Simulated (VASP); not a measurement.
# Sn4HO8 (a cell with a defect) in VASP: a series of runs

Runs on Sn4HO8 (a cell with a defect). Level: PBE. Tasks: single point.

Everything below comes from runs of VASP 6.6.1. Logs are shortened: lines on timing, memory, paths and dates and some standing lists are left out, and cuts for length are marked.

### Step 1. The cell of the first run

The cell holds a defect, 13 atoms: a = 5.812 Å, b = 5.812 Å, c = 5.814 Å, α = 108.08°, β = 108.08°, γ = 112.28°.

### Step 2. Single point, PBE

The input, INCAR:

```
SYSTEM = Sn4HO8
PREC = Accurate ; ENCUT = 520
EDIFF = 1E-7 ; ISMEAR = 0
SIGMA = 0.02 ; LREAL = .FALSE.
LASPH = .TRUE. ; NELM = 60
ALGO = Normal ; ISIF = 2
LWAVE = .FALSE. ; LCHARG = .FALSE.
GGA = PE ; NBANDS = 64
NELECT = 104.0
```

The input, KPOINTS:

```
Automatic mesh
0
G
  3 3 3
  0 0 0
```

The input, POSCAR:

```
Sn4HO8
1.0
   -4.8265176449      0.0000000000      3.2381666583
    4.8265176449      0.0000000000      3.2381666583
    0.0000000000      4.8283676020     -3.2381666583
Sn O H
4 8 1
Direct
    0.2265075343      0.7602490699      0.4867890631
    0.7601072591      0.2466188496      0.5067585161
   -0.0266175617     -0.0054290926     -0.0168132093
    0.4885835872      0.5097717435     -0.0168125216
   -0.0321303667      0.3082999460      0.2787747520
    0.4704425751      0.8108728710      0.2787751243
    0.9247575109      0.7740302225      0.1988201309
    0.4428793103      0.3024196392      0.2453320392
    0.5338963890      0.7131068591      0.7470363760
    0.0589386234      0.2312170207      0.7901882367
    1.0117330907      0.6967721471      0.7098175976
    0.5130132179      0.1980521553      0.7098180504
    0.4597317521      0.4486016883      0.4083679588
```

Potentials or basis: VASP PAW PBE potentials, release 64 (Sn_d, O, H).

The run is started by

```sh
> cat potpaw_PBE.64/Sn_d/POTCAR potpaw_PBE.64/O/POTCAR potpaw_PBE.64/H/POTCAR > POTCAR
> mpirun -np 1 vasp_std > vasp.out
```

OUTCAR:

```text
SYSTEM = Sn4HO8
   PREC = Accurate
   ENCUT = 520
   EDIFF = 1E-7
   ISMEAR = 0
   LREAL = .FALSE.
   LASPH = .TRUE.
   NELM = 60
   ISIF = 2
   GGA = PE
   NELECT = 104.0

 ion  position               nearest neighbor table
   1  0.227  0.760  0.487-   7 2.06  11 2.08  12 2.08   9 2.12   6 2.13   5 2.13   2 3.25   2 3.25
                             4 3.73   3 3.73   3 3.75   4 3.75
   2  0.760  0.247  0.507-  10 2.04   6 2.07   5 2.07  11 2.12  12 2.12   8 2.20   1 3.25   1 3.25
                             3 3.62   4 3.62   4 3.73   3 3.73
   3  0.973  0.995  0.983-  10 2.05   7 2.06   9 2.08  11 2.09   5 2.10   8 2.23   4 3.14   4 3.34
                             2 3.62   2 3.73   1 3.73   1 3.75
   4  0.489  0.510  0.983-  10 2.05   7 2.06   9 2.08  12 2.09   6 2.10   8 2.23   3 3.14   3 3.34
                             2 3.62   2 3.73   1 3.73   1 3.75
   5  0.968  0.308  0.279-   2 2.07   3 2.10   1 2.13
   6  0.470  0.811  0.279-   2 2.07   4 2.10   1 2.13
   7  0.925  0.774  0.199-   4 2.06   3 2.06   1 2.06
   8  0.443  0.302  0.245-  13 1.00   2 2.20   4 2.23   3 2.23
   9  0.534  0.713  0.747-   3 2.08   4 2.08   1 2.12
  10  0.059  0.231  0.790-   2 2.04   3 2.05   4 2.05
  11  0.012  0.697  0.710-   1 2.08   3 2.09   2 2.12
  12  0.513  0.198  0.710-   1 2.08   4 2.09   2 2.12
  13  0.460  0.449  0.408-   8 1.00

  LATTYP: Found a face centered orthorhombic cell.
 ALAT       =     6.4763333166
 B/A-ratio  =     1.4905093388
 C/A-ratio  =     1.4910806365

  Lattice vectors:

 A1 = (   4.8265176449,   4.8283676020,   0.0000000000)
 A2 = (   0.0000000000,   4.8283676020,   3.2381666583)
 A3 = (   4.8265176449,   0.0000000000,   3.2381666583)

Analysis of symmetry for initial positions (statically):
=====================================================================
 Subroutine PRICEL returns:
 Original cell was already a primitive cell.

 Routine SETGRP: Setting up the symmetry group for a
 face centered orthorhombic supercell.

 Subroutine GETGRP returns: Found  2 space group operations
 (whereof  1 operations were pure point group operations)
 out of a pool of  8 trial point group operations.

The static configuration has the point symmetry C_1 .
 The point group associated with its full space group is C_1h.

Analysis of symmetry for dynamics (positions and initial velocities):
=====================================================================
 Subroutine PRICEL returns:
 Original cell was already a primitive cell.

 Routine SETGRP: Setting up the symmetry group for a
 face centered orthorhombic supercell.
[... 127 lines left out ...]
   EFERMI =   0.00;   METHOD = LEGACY
   ISMEAR =     0;   SIGMA  =   0.02  broadening in eV -4-tet -1-fermi 0-gaus
   EFERMI_NEDOS =   21; number of points for ismear=-14 and -15
   IALGO  =     38    algorithm
   IMIX   =      4    mixing-type and parameters
     AMIX     =   0.40;   BMIX     =  1.00
     AMIX_MAG =   1.60;   BMIX_MAG =  1.00
  volume/ion in A,a.u.               =      11.61        78.35
  Fermi-wavevector in a.u.,A,eV,Ry     =   1.445988  2.732522 28.448182  2.090882
  Thomas-Fermi vector in A             =   2.564108
   LORBIT       =      0    0 simple, 1 ext, 2 COOP (PROOUT), +10 PAW based schemes
   GGA     = PE    functional components
   LHFCALC =     F    Hartree Fock is set to
   AEXX    =    0.0000 exact exchange contribution
   IVDW    =     0    specifies the selected vdW correction
   LEPSILON=     F    determine dielectric tensor
   LRPA    =     F    only Hartree local field effects (RPA)
 non-spin polarized calculation
 Gauss-broadening in eV      SIGMA  =   0.02
  energy-cutoff  :      520.00
  volume of cell :      150.93
 maximum number of plane-waves:      4076
 NGX is ok and might be reduce to    48
   NGX = 21   NGY = 21   NGZ = 21

 number of electron     104.0000002 magnetization

 Free energy of the ion-electron system (eV)
  ---------------------------------------------------
  ext. energy  EPLUGINS =         0.00000000
  ---------------------------------------------------
  free energy    TOTEN  =       -85.46943515 eV

  energy without entropy =      -85.46943515  energy(sigma->0) =      -85.46943515

 E-fermi :   5.4975     XC(G=0): -10.9759

 val. band max:        5.3124740592   @ k =   0.0000   0.0000   0.0000
 cond. band min:       6.3359354795   @ k =   0.0000   0.0000   0.0000
 fundamental gap:      1.0234614203
 Fermi energy:         5.4974661898

 k-point     1 :       0.0000    0.0000    0.0000
  band No.  band energies     occupation
      1     -15.3497      2.00000
      2     -15.2383      2.00000
      3     -14.9202      2.00000
      4     -14.6722      2.00000
      5     -14.6500      2.00000
      6     -14.5926      2.00000
[... 659 lines left out ...]
     63      15.6750      0.00000
     64      15.9873      0.00000

------------------------ aborting loop because EDIFF is reached ----------------------------------------

  FORCE on cell =-STRESS in cart. coord.  units (eV):
  Direction    XX          YY          ZZ          XY          YZ          ZX
  --------------------------------------------------------------------------------------
  -------------------------------------------------------------------------------------
  Total       -8.5088607    -12.3890057     -9.3339352     -4.0669865      0.0000000      0.0000000
  in kB      -90.3272068   -131.5175217    -99.0859204    -43.1737621      0.0000000      0.0000000
  external PRESSURE =    -106.9768830 kB  Pullay stress =       0.0000000 kB

 VOLUME and BASIS-vectors are now :
 -----------------------------------------------------------------------------
  energy-cutoff  :      520.00
  volume of cell :      150.93
      direct lattice vectors                 reciprocal lattice vectors
    -4.826517645  0.000000000  3.238166658    -0.103594359  0.103554667  0.154408359
     4.826517645  0.000000000  3.238166658     0.103594359  0.103554667  0.154408359
     0.000000000  4.828367602 -3.238166658     0.000000000  0.207109334  0.000000000

 POSITION                                       TOTAL-FORCE (eV/Angst)
 -----------------------------------------------------------------------------------
      2.57611      2.35040      1.61898        -0.007716     -0.001750      0.000000
     -2.47836      2.44682      1.61898         0.006530     -0.000129      0.000000
      0.10227      4.74719      3.18884        -0.005756      0.002674      0.015545
      0.10227      4.74719      0.04912        -0.005756      0.002674     -0.015545
     -3.18342      1.34603      3.22973        -0.009394     -0.015238      0.013302
      1.64309      1.34603      3.24639        -0.009394     -0.015238     -0.013302
     -0.72749      0.95998      4.85715        -0.012055      0.021888      0.000000
     -0.67793      1.18455      1.61898        -0.036783     -0.060216      0.000000
      0.86496      3.60697      1.61898         0.011826     -0.036076      0.000000
      0.83150      3.81532     -1.61919        -0.002279     -0.002589     -0.000000
      3.30635      3.42726     -0.00425         0.004334      0.010095     -0.007010
     -1.52017      3.42726      0.00404         0.004334      0.010095      0.007010
     -0.05372      1.97175      1.61897         0.062108      0.083810     -0.000000
 -----------------------------------------------------------------------------------
    total drift:                                0.000414      0.000626     -0.059019

  FREE ENERGIE OF THE ION-ELECTRON SYSTEM (eV)
  ---------------------------------------------------
  free  energy   TOTEN  =       -85.4694351506 eV

  energy  without entropy=      -85.4694351506  energy(sigma->0) =      -85.46943515
```

stdout:

```text
POSCAR found type information on POSCAR SnO H
 POSCAR found :  3 types and      13 ions
 scaLAPACK will be used
 LDA part: xc-table for (Slater+PW92), standard interpolation
 POSCAR, INCAR and KPOINTS ok, starting setup
 FFT: planning ... GRIDC
 FFT: planning ... GRID_SOFT
 FFT: planning ... GRID
 WAVECAR not read
 entering main loop
 the old and the new charge density differ
 old charge density:   105.00000 new  104.00000
    0.213E+01
```

It took 1.7 min on 1 thread of Intel Xeon Platinum 8488C (Sapphire Rapids), shared host; peak memory 0.35 GiB.

Results:

```
Free energy   : -85.4694 eV
Largest force : 0.104 eV/Å
```

Forces in eV/Å, atoms in the order of the input:
```
Sn  -0.008 -0.002  0.000
Sn   0.007  0.000  0.000
Sn  -0.006  0.003  0.016
Sn  -0.006  0.003 -0.016
O   -0.009 -0.015  0.013
O   -0.009 -0.015 -0.013
O   -0.012  0.022  0.000
O   -0.037 -0.060  0.000
O    0.012 -0.036  0.000
O   -0.002 -0.003  0.000
O    0.004  0.010 -0.007
O    0.004  0.010  0.007
H    0.062  0.084  0.000
```

Caveat: the k points lie up to 0.45 Å⁻¹ apart; the cell carries a net charge on a neutralising background, which shifts energy and pressure; the cell is charged against a uniform background, so pressure and absolute levels hang on convention; spin-orbit coupling is left out, which moves the levels of the heavy elements.

### Step 3. Single point, PBE

INCAR, as its differences from that of step 2:

```diff
@@ -2,3 +2,3 @@
 PREC = Accurate ; ENCUT = 520
-EDIFF = 1E-7 ; ISMEAR = 0
+EDIFF = 1E-6 ; ISMEAR = 0
 SIGMA = 0.02 ; LREAL = .FALSE.
```

KPOINTS is that of step 2.

The input, POSCAR:

```
Sn4HO8
1.0
   -4.8265176449      0.0000000000      3.2381666583
    4.8265176449      0.0000000000      3.2381666583
    0.0000000000      4.8283676020     -3.2381666583
Sn O H
4 8 1
Direct
    0.2415475189      0.7564266062      0.5016312343
    0.7751472523      0.2427963548      0.5216007163
   -0.0115775809     -0.0092516804     -0.0019710595
    0.5036234626      0.5059491560     -0.0019704382
   -0.0170903989      0.3044774714      0.2936168322
    0.4854824587      0.8070503290      0.2936172464
    0.9397975182      0.7702077518      0.2136622737
    0.4579193275      0.2985972123      0.2601742667
    0.5489364886      0.7092843951      0.7618786106
    0.0739786267      0.2273946203      0.8050304617
    1.0267731852      0.6929496879      0.7246598205
    0.5280532305      0.1942297332      0.7246602348
    0.4747717406      0.4447791018      0.4232101133
```

Potentials or basis: VASP PAW PBE potentials, release 64 (Sn_d, O, H).

The run is started by

```sh
> cat potpaw_PBE.64/Sn_d/POTCAR potpaw_PBE.64/O/POTCAR potpaw_PBE.64/H/POTCAR > POTCAR
> mpirun -np 1 vasp_std > vasp.out
```

Run time: 85 s. Hardware: 1 thread of Intel Xeon Platinum 8488C (Sapphire Rapids), shared host; peak memory 0.35 GiB.

The run converged. Its results:

```yaml
Free_energy: -85.4694 eV
Largest_force: 0.104 eV/Å
```

Forces in eV/Å, atoms in the order of the input:
```
Sn  -0.008 -0.002  0.000
Sn   0.006  0.000  0.000
Sn  -0.006  0.003  0.016
Sn  -0.006  0.003 -0.016
O   -0.009 -0.015  0.013
O   -0.009 -0.015 -0.013
O   -0.012  0.022  0.000
O   -0.036 -0.060  0.000
O    0.012 -0.036  0.000
O   -0.002 -0.003  0.000
O    0.004  0.010 -0.007
O    0.004  0.010  0.007
H    0.062  0.084  0.000
```

Levels at points of the mesh, in eV from the Fermi level:
```csv
k point,band 49,band 50,band 51,band 52,band 53,band 54,band 55,band 56
"(0.00, 0.00, 0.00)",-0.57,-0.37,-0.33,-0.10,0.93,4.47,4.59,5.79
```

Caveat: the k points lie up to 0.45 Å⁻¹ apart; the cell carries a net charge on a neutralising background, which shifts energy and pressure; the cell is charged against a uniform background, so pressure and absolute levels hang on convention; spin-orbit coupling is left out, which moves the levels of the heavy elements.
